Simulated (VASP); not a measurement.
Write the native input for VASP 6.6.1 that does the following.

```yaml
Task: single point
Functional: r2SCAN
Potentials_or_basis: VASP PAW PBE potentials, release 64 (Sc_sv)
Cutoff: 520 eV
k_mesh: 11 × 11 × 6
Occupations: fermi-dirac, width 0.3 eV
Spin: no spin polarisation
Dipole_correction: no
Further_INCAR_settings: ALGO = Normal; EDIFF = 1e-06; NBANDS = 18
```

Crystal: Sc.

```xyz
2
Lattice="3.3281 0.0000 0.0000 -1.6640 2.8822 0.0000 0.0000 0.0000 5.2121" Properties=species:S:1:pos:R:3 pbc="T T T"
Sc    0.0000    1.9215    1.3030
Sc    1.6640    0.9607    3.9091
```

One way to write it, as run:

POSCAR

```
Sc
1.0
    3.3280716152      0.0000000000      0.0000000000
   -1.6640358076      2.8821945644      0.0000000000
    0.0000000000      0.0000000000      5.2121495536
Sc
2
Direct
    0.3333333333      0.6666666667      0.2500000000
    0.6666666667      0.3333333333      0.7500000000
```

INCAR.step1

```
ALGO = Normal ; EDIFF = 1E-4
ENCUT = 520 ; GGA = PE
ISMEAR = -1 ; LASPH = T
LCHARG = F ; LREAL = F
LWAVE = T ; NBANDS = 18
NELM = 100 ; PREC = Accurate
SIGMA = 0.3
```

INCAR.step2

```
ALGO = Normal ; EDIFF = 1E-6
ENCUT = 520 ; ISIF = 2
ISMEAR = -1 ; ISTART = 1
LASPH = T ; LCHARG = F
LMIXTAU = T ; LREAL = F
LWAVE = F ; METAGGA = R2SCAN
NBANDS = 18 ; NELM = 100
PREC = Accurate ; SIGMA = 0.3
```

KPOINTS

```
k-points
0
Gamma
  11 11 6
```

Potentials or basis: VASP PAW PBE potentials, release 64 (Sc_sv).

Command:

```sh
$ cat potpaw_PBE.64/Sc_sv/POTCAR > POTCAR
$ cp INCAR.step1 INCAR
$ mpirun -np 1 vasp_std > vasp.out
$ cp INCAR.step2 INCAR
$ mpirun -np 1 vasp_std > vasp.out
```

Results of the run:

```json
{
  "Pressure": "1.1 GPa",
  "Band gap on the k mesh": "zero (bands 11 and 12 overlap by 1.52 eV)"
}
```

Caveat: so wide a smearing shifts energies and pressures; the PAW data sets were made with another functional, which shifts forces and pressure a little.

Run time: 94 s on 1 thread of Intel(R) Xeon(R) 6975P-C (Granite Rapids) (shared host), peak memory 0.2 GiB.
